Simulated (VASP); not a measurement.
RbP2O5:

```
Rb P O
1.0
     5.65894    0.00000    0.00000
    -2.82947    4.90078    0.00000
     0.00000    0.00000    3.26986
Rb P O
1 2 5
Direct
  0.00000 0.00000 0.08330
  0.33333 0.66667 0.50000
  0.66667 0.33333 0.50000
  0.33333 0.66667 0.98315
  0.00000 0.50000 0.60704
  0.50000 0.50000 0.60704
  0.50000 0.00000 0.60704
  0.66667 0.33333 0.98315
```

The cell was generated, and may not be a known phase.

| Property | Result |
| --- | --- |
| Program | VASP 6.6.1 |
| Task | relaxation of cell and atoms |
| Functional | PBE |
| Potentials or basis | VASP PAW PBE potentials, release 64 (Rb_sv, P, O) |
| Cutoff | 600 eV |
| k mesh | 6 × 6 × 6 |
| Occupations | gaussian, width 0.1 eV |
| Spin | no spin polarisation |

At the start: pressure 32.3 GPa; volume 11.34 Å³/atom.

Problem. Where does the relaxation end?

Solution. Over 45 steps the energy falls by 801.3 meV/atom and the volume is 14.60 Å³/atom (+28.8 %); space group P6mm (No. 183, to 0.1 Å) before and after.

The path:
```
step  energy change (eV)  largest force (eV/Å)  pressure (GPa)  volume (Å³)
   1              0.0000                8.7279           32.31        90.68
   3             -3.7234                2.1039            4.34       106.58
   5             -4.0835                1.4969           -4.31       110.71
   7             -4.7038                3.0080           21.49       104.02
   9             -5.0157                2.1313           11.45       106.29
  11             -5.5272                2.1482           13.43       108.57
  13             -5.5925                3.4066           15.41       109.61
  15             -5.9931                1.1149            4.35       115.36
  17             -6.1409                1.5891            1.60       118.77
  19             -6.1988                0.5503           -2.44       120.94
  21             -6.2749                0.4914           -0.98       119.16
  23             -6.2870                0.4516            0.05       117.98
  25             -6.2976                0.5956           -0.67       117.56
  27             -6.3249                0.4060            0.21       116.15
  29             -6.3327                0.3822            0.44       115.67
  31             -6.3653                0.8509           -0.36       115.78
  33             -6.3684                1.0611           -0.64       115.82
  35             -6.3767                0.9213           -0.43       115.79
  37             -6.3967                0.2634            0.52       115.69
  39             -6.3988                0.2381            0.68       115.73
  41             -6.4083                0.1070            0.37       116.34
  43             -6.4099                0.1139            0.19       116.72
  45             -6.4102                0.0290            0.25       116.81
```

Final structure:
```xyz
8
Lattice="5.4765 0.0000 0.0000 -2.7383 4.7428 0.0000 0.0000 0.0000 4.4972" Properties=species:S:1:pos:R:3 pbc="T T T"
Rb    0.0000    0.0000    4.3040
P     0.0000    3.1619    2.0344
P     2.7383    1.5809    2.0344
O     0.0000    3.1619    0.5511
O    -1.3691    2.3714    2.6441
O     1.3691    2.3714    2.6441
O     2.7383    0.0000    2.6441
O     2.7383    1.5809    0.5511
```

Caveat: the volume moved by over 15 % at a fixed basis, so the end points are rough; an odd number of electrons without spin polarisation forces a metal; a magnetic or distorted state may lie lower.
